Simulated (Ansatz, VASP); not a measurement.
# Y in VASP and in Ansatz

Contents of INCAR:

```
SYSTEM = Y
ALGO     = Normal         ! electronic algorithm
EDIFF    = 1E-7           ! SCF threshold, eV
EDIFFG   = -0.05          ! ionic threshold
ENCUT    = 500            ! plane-wave cutoff, eV
GGA      = PE             ! functional
GGA_COMPAT= .False.      
IBRION   = 2              ! ionic algorithm
ISIF     = 3              ! what is computed and relaxed
ISMEAR   = 0              ! smearing method
LASPH    = .True.         ! aspherical terms in the spheres
LCHARG   = .False.        ! write CHGCAR
LREAL    = .False.        ! projectors in reciprocal space
LWAVE    = .False.        ! write WAVECAR
NELM     = 120            ! most SCF steps
NELMIN   = 4            
NSW      = 80             ! ionic steps
PREC     = Accurate       ! precision mode
SIGMA    = 0.1            ! smearing width, eV
```

File KPOINTS:

```
k-points
0
Gamma
  8 8 8
  0 0 0
```

Contents of POSCAR:

```
Y
1.0
   -1.7683155140      1.7683155140      1.7683155140
    1.7683155140     -1.7683155140      1.7683155140
    1.7683155140      1.7683155140     -1.7683155140
Y
1
Direct
    0.0000000000      0.0000000000      0.0000000000
```

Input for Ansatz:

```yaml
crystal:
  lattice:
    - [-1.768315514, 1.768315514, 1.768315514]
    - [1.768315514, -1.768315514, 1.768315514]
    - [1.768315514, 1.768315514, -1.768315514]
  atoms:
    - { symbol: "Y", position: [0.0, 0.0, 0.0] }
basis:
  ecutwfc: 420
kpoints:
  mp_grid: { grid: [8, 8, 8] }
hamiltonian:
  xc: pbe
scf:
  occupations: { method: gaussian, width: 0.1 }
output:
  forces: true
  stress: true
  eigenvalues: true
relax:
  adjacent_minimum: "off"
  f_tol: 0.05
  max_steps: 60
  cell: { stress_tol: 0.5 }
```

Alike in both runs: task relaxation of cell and atoms; functional PBE; k mesh 8 × 8 × 8; occupations gaussian, width 0.1 eV; no spin polarisation.

|  | VASP | Ansatz |
| --- | --- | --- |
| version | VASP 6.6.1 | Ansatz 0.2.0 |
| potentials or method | VASP PAW PBE potentials, release 64 (Y_sv), cutoff 500 eV | scalar-relativistic, plane waves, PAW |
| valence electrons in the cell | 11 | 11 |

|  | VASP | Ansatz | Ansatz less VASP |
| --- | --- | --- | --- |
| gap on the k mesh at the Fermi level, each at its own relaxed structure (eV) | none | none | - |
| relaxed volume (Å³/atom) | 32.78 | 33.02 | +0.240 |
| relaxed cell length with the largest relative difference (Å) | 3.492 | 3.501 | +0.0085 |

A gap of «none» marks a metal or a gap that the smearing closes.

Noted on VASP's run: the volume moved by over 15 % at a fixed basis, so the end points are rough.
